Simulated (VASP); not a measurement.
# PtSe2 (Cm) in VASP: single point with PBE

Aim: the single point of PtSe2 with PBE.

Program: VASP 6.6.1. These are calculated values, not measurements. Logs are shortened: lines on timing, memory, paths and dates and some standing lists are left out, and cuts for length are marked.

## 1. The cell of the first run

It takes space group Cm (No. 8, monoclinic). The conventional cell has a = 6.498 Å, b = 3.752 Å, c = 6.527 Å, α = 90.00°, β = 90.00°, γ = 90.00°. Pt (site symmetry m) has 6 Se at 2.43 to 2.63 Å within 3.2 Å. Se (site symmetry m) has 3 Pt at 2.52 to 2.63 Å and 3 Se at 3.39 Å within 3.4 Å. Se (site symmetry m) has 3 Pt at 2.43 to 2.54 Å within 3.2 Å.

## 2. Single point, PBE

Contents of INCAR:

```
SYSTEM = PtSe2
  PREC = Accurate
  ENCUT = 520
  EDIFF = 1E-6
  ISMEAR = 0
  SIGMA = 0.05
  LREAL = .False.
  LASPH = .True.
  NELM = 60
  ALGO = Normal
  ISIF = 2
  LWAVE = .False.
  LCHARG = .False.
  GGA = PE
  NBANDS = 18
```

Contents of KPOINTS:

```
regular mesh
0
Gamma
  12 12 4
  0 0 0
```

Contents of POSCAR:

```
PtSe2
1.0
    3.7516620337      0.0000000000      0.0000000000
   -1.8758310169      3.2490346276      0.0000000000
    0.0000000000      0.0000000000      6.5268785481
Pt Se
1 2
Direct
    0.0263546825      0.0131773412     -0.0079137970
    0.3333333333      0.6666666667      0.2001869949
    0.6666666667      0.3333333333      0.7998130051
```

Potentials or basis: VASP PAW PBE potentials, release 64 (Pt, Se).

Started as:

```console
$ cat potpaw_PBE.64/Pt/POTCAR potpaw_PBE.64/Se/POTCAR > POTCAR
$ mpirun -np 1 vasp_std > vasp.out
```

OUTCAR:

```text
SYSTEM = PtSe2
   PREC = Accurate
   ENCUT = 520
   EDIFF = 1E-6
   ISMEAR = 0
   LREAL = .False.
   LASPH = .True.
   NELM = 60
   ISIF = 2
   GGA = PE

 ion  position               nearest neighbor table
   1  0.026  0.013  0.992-   3 2.43   2 2.52   2 2.52   3 2.54   3 2.54   2 2.63
   2  0.333  0.667  0.200-   1 2.52   1 2.52   1 2.63
   3  0.667  0.333  0.800-   1 2.43   1 2.54   1 2.54

  LATTYP: Found a hexagonal cell.
 ALAT       =     3.7516620337
 C/A-ratio  =     1.7397298822

  Lattice vectors:

 A1 = (   3.7516620337,   0.0000000000,   0.0000000000)
 A2 = (  -1.8758310169,   3.2490346276,   0.0000000000)
 A3 = (   0.0000000000,   0.0000000000,   6.5268785481)

Analysis of symmetry for initial positions (statically):
=====================================================================
 Subroutine PRICEL returns:
 Original cell was already a primitive cell.

 Routine SETGRP: Setting up the symmetry group for a
 hexagonal supercell.

 Subroutine GETGRP returns: Found  2 space group operations
 (whereof  2 operations were pure point group operations)
 out of a pool of 24 trial point group operations.

The static configuration has the point symmetry C_1h.

Analysis of symmetry for dynamics (positions and initial velocities):
=====================================================================
 Subroutine PRICEL returns:
 Original cell was already a primitive cell.

 Routine SETGRP: Setting up the symmetry group for a
 hexagonal supercell.

 Subroutine GETGRP returns: Found  2 space group operations
 (whereof  2 operations were pure point group operations)
 out of a pool of 24 trial point group operations.

The dynamic configuration has the point symmetry C_1h.

 Subroutine INISYM returns: Found  2 space group operations
 (whereof  2 operations are pure point group operations),
 and found     1 'primitive' translations

----------------------------------------------------------------------------------------

                                     Primitive cell

  volume of cell :      79.5579

  direct lattice vectors                    reciprocal lattice vectors
     3.751662034  0.000000000  0.000000000     0.266548530  0.153891866  0.000000000
    -1.875831017  3.249034628  0.000000000     0.000000000  0.307783731  0.000000000
     0.000000000  0.000000000  6.526878548     0.000000000  0.000000000  0.153212595

  length of vectors
     3.751662034  3.751662034  6.526878548     0.307783731  0.307783731  0.153212595

  position of ions in fractional coordinates (direct lattice)
     0.026354682  0.013177341  0.992086203
     0.333333333  0.666666667  0.200186995
     0.666666667  0.333333333  0.799813005

  ion indices of the primitive-cell ions
   primitive index   ion index
                 1           1
                 2           2
                 3           3

----------------------------------------------------------------------------------------

 KPOINTS: regular mesh

Automatic generation of k-mesh.
 Grid dimensions read from file:
 generate k-points for:   12   12    4

 Generating k-lattice:

  Cartesian coordinates                     Fractional coordinates (reciprocal lattice)
     0.022212377  0.012824322  0.000000000     0.083333333  0.000000000  0.000000000
     0.000000000  0.025648644  0.000000000     0.000000000  0.083333333  0.000000000
     0.000000000  0.000000000  0.038303149     0.000000000  0.000000000  0.250000000

  Length of vectors
     0.025648644  0.025648644  0.038303149

  Shift w.r.t. Gamma in fractional coordinates (k-lattice)
     0.000000000  0.000000000  0.000000000

 Subroutine IBZKPT returns following result:
 ===========================================

 Found    164 irreducible k-points:

 Following reciprocal coordinates:
            Coordinates               Weight
  0.000000  0.000000  0.000000      1.000000
  0.083333  0.000000  0.000000      2.000000
  0.000000  0.083333  0.000000      4.000000
  0.166667 -0.000000  0.000000      2.000000
  0.000000  0.166667  0.000000      4.000000
  0.250000  0.000000  0.000000      2.000000
[... 16 lines left out ...]
 -0.083333  0.416667  0.000000      4.000000
 -0.416667  0.333333  0.000000      4.000000
 [... further k-points ...]
   k-points           NKPTS =    164   k-points in BZ     NKDIM =    164   number of bands    NBANDS=     18
   number of dos      NEDOS =    301   number of ions     NIONS =      3
   total plane-waves  NPLWV =  39200
   dimension x,y,z NGX =    28 NGY =   28 NGZ =   50
   dimension x,y,z NGXF=    56 NGYF=   56 NGZF=  100
   ions per type =               1   2
   NGX,Y,Z   is equivalent  to a cutoff of  12.41, 12.41, 12.74 a.u.
   NGXF,Y,Z  is equivalent  to a cutoff of  24.82, 24.82, 25.47 a.u.
 SYSTEM =  PtSe2
   PREC   = accura    normal or accurate (medium, high low for compatibility)
   ISTART =      0    job   : 0-new  1-cont  2-samecut
   ICHARG =      2    charge: 1-file 2-atom 10-const
   ISPIN  =      1    spin polarized calculation?
   LNONCOLLINEAR =      F non collinear calculations
   LSORBIT =      F    spin-orbit coupling
   LASPH  =      T    aspherical Exc in radial PAW
   ENCUT  =  520.0 eV  38.22 Ry    6.18 a.u.   6.98  6.98 12.14*2*pi/ulx,y,z
   NELM   =     60;   NELMIN=  2; NELMDL= -5     # of ELM steps
   EDIFF  = 0.1E-05   stopping-criterion for ELM
   LREAL  =      F    real-space projection
   EDIFFG = 0.1E-04   stopping-criterion for IOM
   NSW    =      0    number of steps for IOM
   IBRION =     -1    ionic relax: 0-MD 1-quasi-New 2-CG
   NFREE  =      0    steps in history (QN), initial steepest desc. (CG)
   ISIF   =      2    stress and relaxation
   ISYM   =      2    0-nonsym 1-usesym 2-fastsym
   POTIM  = 0.5000    time-step for ionic-motion
   TEBEG  =    0.0;   TEEND  =   0.0 temperature during run
   PSTRESS=    0.0 pullay stress
   NELECT =      22.0000    total number of electrons
   NUPDOWN=      -1.0000    fix difference up-down
   EMIN   =  10.00;   EMAX   =-10.00  energy-range for DOS
   EFERMI =   0.00;   METHOD = LEGACY
   ISMEAR =     0;   SIGMA  =   0.05  broadening in eV -4-tet -1-fermi 0-gaus
   EFERMI_NEDOS =   21; number of points for ismear=-14 and -15
   IALGO  =     38    algorithm
   IMIX   =      4    mixing-type and parameters
     AMIX     =   0.40;   BMIX     =  1.00
     AMIX_MAG =   1.60;   BMIX_MAG =  1.00
  volume/ion in A,a.u.               =      26.52       178.96
  Fermi-wavevector in a.u.,A,eV,Ry     =   1.066566  2.015518 15.477494  1.137564
  Thomas-Fermi vector in A             =   2.202155
   LORBIT       =      0    0 simple, 1 ext, 2 COOP (PROOUT), +10 PAW based schemes
   GGA     = PE    functional components
   LHFCALC =     F    Hartree Fock is set to
   AEXX    =    0.0000 exact exchange contribution
   IVDW    =     0    specifies the selected vdW correction
   LEPSILON=     F    determine dielectric tensor
   LRPA    =     F    only Hartree local field effects (RPA)
 non-spin polarized calculation
 Gauss-broadening in eV      SIGMA  =   0.05
  energy-cutoff  :      520.00
  volume of cell :       79.56
 maximum number of plane-waves:      2166
   NGX = 13   NGY = 13   NGZ = 25

 number of electron      22.0000000 magnetization

 Free energy of the ion-electron system (eV)
  ---------------------------------------------------
  ext. energy  EPLUGINS =         0.00000000
  ---------------------------------------------------
  free energy    TOTEN  =       -14.22780533 eV

  energy without entropy =      -14.22780533  energy(sigma->0) =      -14.22780533

 E-fermi :   3.3297     XC(G=0):  -8.9636

 val. band max:        3.0521326260   @ k =   0.0833   0.0833   0.0000
 cond. band min:       3.9013925456   @ k =   0.0000   0.2500   0.2500
 fundamental gap:      0.8492599196
 Fermi energy:         3.3297391861

 k-point     1 :       0.0000    0.0000    0.0000
  band No.  band energies     occupation
      1     -11.1829      2.00000
      2      -9.3457      2.00000
      3      -2.3795      2.00000
      4      -2.2885      2.00000
      5      -2.2509      2.00000
      6      -0.0733      2.00000
[... 10 lines left out ...]
     17      11.1569      0.00000
     18      12.0761      0.00000

 k-point     2 :       0.0833    0.0000    0.0000
  band No.  band energies     occupation
      1     -11.1110      2.00000
      2      -9.3534      2.00000
      3      -2.3180      2.00000
      4      -2.2735      2.00000
      5      -2.2051      2.00000
      6      -0.1590      2.00000
[... 10 lines left out ...]
     17      11.4155      0.00000
     18      12.3082      0.00000

 k-point     3 :       0.0000    0.0833    0.0000
  band No.  band energies     occupation
      1     -11.1114      2.00000
      2      -9.3530      2.00000
      3      -2.3167      2.00000
      4      -2.2687      2.00000
      5      -2.2156      2.00000
      6      -0.2136      2.00000
[... 10 lines left out ...]
     17      11.4601      0.00000
     18      12.3016      0.00000

 k-point     4 :       0.1667   -0.0000    0.0000
  band No.  band energies     occupation
      1     -10.9047      2.00000
      2      -9.3757      2.00000
      3      -2.2834      2.00000
      4      -2.0824      2.00000
      5      -2.0754      2.00000
      6      -0.5292      2.00000
[... 375 lines left out ...]
      4      -1.8564      2.00000
      5      -1.4853      2.00000
      6      -0.9123      2.00000
[... 10 lines left out ...]
     17      11.9396      0.00000
     18      12.4762      0.00000

 k-point    23 :      -0.0833    0.4167    0.0000
  band No.  band energies     occupation
      1     -10.0437      2.00000
      2      -9.4686      2.00000
      3      -2.7136      2.00000
      4      -1.9211      2.00000
      5      -1.4572      2.00000
      6      -0.9329      2.00000
[... 10 lines left out ...]
     17      11.9417      0.00000
     18      12.5001      0.00000

 k-point    24 :      -0.4167    0.3333    0.0000
  band No.  band energies     occupation
      1     -10.0416      2.00000
      2      -9.4707      2.00000
      3      -2.7156      2.00000
      4      -1.9213      2.00000
      5      -1.4357      2.00000
      6      -0.9350      2.00000
[... 10 lines left out ...]
     17      11.9510      0.00000
     18      12.4814      0.00000

 [... further k-points ...]
[... 5 lines left out ...]
  --------------------------------------------------------------------------------------
  -------------------------------------------------------------------------------------
  Total        0.3094781      0.1183320      0.1237944      0.1655374     -0.1193109     -0.2066521
  in kB        6.2324225      2.3830285      2.4930337      3.3336731     -2.4027421     -4.1616616
  external PRESSURE =       3.7028282 kB  Pullay stress =       0.0000000 kB

 VOLUME and BASIS-vectors are now :
 -----------------------------------------------------------------------------
  energy-cutoff  :      520.00
  volume of cell :       79.56
      direct lattice vectors                 reciprocal lattice vectors
     3.751662034  0.000000000  0.000000000     0.266548530  0.153891866  0.000000000
    -1.875831017  3.249034628  0.000000000     0.000000000  0.307783731  0.000000000
     0.000000000  0.000000000  6.526878548     0.000000000  0.000000000  0.153212595

 POSITION                                       TOTAL-FORCE (eV/Angst)
 -----------------------------------------------------------------------------------
      0.07416      0.04281      6.47523        -1.101171     -0.635761      0.836517
     -0.00000      2.16602      1.30660         0.450013      0.259815     -0.348199
      1.87583      1.08301      5.22028         0.651158      0.375946     -0.488318
 -----------------------------------------------------------------------------------
    total drift:                               -0.000106     -0.000061     -0.000081

  FREE ENERGIE OF THE ION-ELECTRON SYSTEM (eV)
  ---------------------------------------------------
  free  energy   TOTEN  =       -14.2278053279 eV

  energy  without entropy=      -14.2278053279  energy(sigma->0) =      -14.22780533
```

It took 3.6 min on 1 thread of Intel Xeon 8259CL, shared host; peak memory 0.36 GiB.

What came out:

```yaml
Free_energy: -14.2278 eV
Pressure: 0.4 GPa
Largest_force: 1.522 eV/Å
Band_gap_on_the_k_mesh: 0.85 eV (least direct gap 1.02 eV)
```

Forces on the atoms (eV/Å):
```
Pt  -1.101 -0.636  0.837
Se   0.450  0.260 -0.348
Se   0.651  0.376 -0.488
```

Caveat: the cell differs from its parent crystal (all Pt atoms moved -0.100 Å, as atom 1 towards its neighbour atom 2 (Se) at 2.530 Å); spin-orbit coupling is left out, which moves the levels of the heavy elements; this functional lacks dispersion, which binds the layers, so the pressure and a relaxed spacing across them are unreliable; forces of over 1 eV/Å act on the atoms, so gaps and moduli don't describe the material at rest. A k mesh can miss the band edges.
